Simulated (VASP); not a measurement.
Runs of VASP 6.6.1 on Cs. The structure is that of space group Im-3m (No. 229), or close to it. The cells are those of the table. 

```csv
task,cell,gap on the mesh (eV),pressure (GPa)
single point,"a = 5.190 Å, angles 109.5°, 1 atom",none,0.0
relaxation of cell and atoms,"relaxed to 15 GPa from a = 5.257 Å, angles 109.5°, 1 atom",none,14.9
single point,"a = 3.177 Å, angles 109.5°, 1 atom",none,(a)
relaxation of cell and atoms,"relaxed from a = 5.257 Å, angles 109.5°, 1 atom",none,0.0
single point,"a = 3.355 Å, angles 109.5°, 1 atom",none,16.0
single point,"a = 3.078 Å, angles 109.5°, 1 atom",none,48.4
```

Alike in all rows: level PBEsol; potentials or basis VASP PAW PBE potentials, release 64 (Cs_sv); no spin polarisation; k mesh 5 × 5 × 5; cutoff (eV) 500; smearing fermi-dirac 0.05 eV.

**Question.** Fill in the values left out.

**Answer.** (a) 32.3.

Caveats: some runs use coarse meshes; the PAW data sets were made with another functional, which shifts forces and pressure a little; spin-orbit coupling is left out, which moves the levels of the heavy elements; the cell is relaxed towards a set pressure, so the run minimises the enthalpy, not the energy (at least some runs).

A k mesh can miss the band edges, and the runs leave out spin-orbit coupling on Cs.

A gap of «none» marks levels without a gap at the run's occupations.
